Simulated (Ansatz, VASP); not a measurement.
# Al8H in VASP and in Ansatz

```
Al H
1.0
     5.71430    0.00000    0.00000
     0.00000    8.08124    0.00000
     0.00000    0.00000   22.24380
Al H
16 2
Direct
  0.25000 0.25000 0.17983
  0.25000 0.75000 0.17983
  0.75000 0.25000 0.17983
  0.75000 0.75000 0.17983
  0.00000 0.00000 0.24405
  0.00000 0.50000 0.24405
  0.50000 0.00000 0.24405
  0.50000 0.50000 0.24405
  0.25000 0.25000 0.31027
  0.25000 0.75000 0.31027
  0.75000 0.25000 0.31027
  0.75000 0.75000 0.31027
  0.00000 0.00000 0.37061
  0.00000 0.50000 0.37061
  0.50000 0.00000 0.37061
  0.50000 0.50000 0.37061
  0.75000 0.90750 0.39084
  0.75000 0.09250 0.39084
```

Alike in both runs: task single point; functional PBE; k mesh 5 × 4 × 1; occupations gaussian, width 0.1 eV; no spin polarisation.

|  | VASP | Ansatz |
| --- | --- | --- |
| version | VASP 6.6.1 | Ansatz 0.2.0 |
| potentials or method | VASP PAW PBE potentials, release 64 (Al, H), cutoff 520 eV | scalar-relativistic, plane waves, PAW |
| valence electrons in the cell | 50 | 50 |

```csv
,VASP,Ansatz,Ansatz less VASP
gap on the k mesh at the Fermi level (eV),none,none,-
rms of the force components (eV/Å),0.606,0.607,+0.0016
"work function, face that differs most (eV)",3.94,3.94,-0.002
```

Atom by atom the forces differ by 0.002 eV/Å (rms over components). A gap of «none» marks a metal or a gap that the smearing closes. The functional is the same, so the differences come from potentials, cutoffs and numerics. Ansatz's warnings: xc potential rough in thin density.
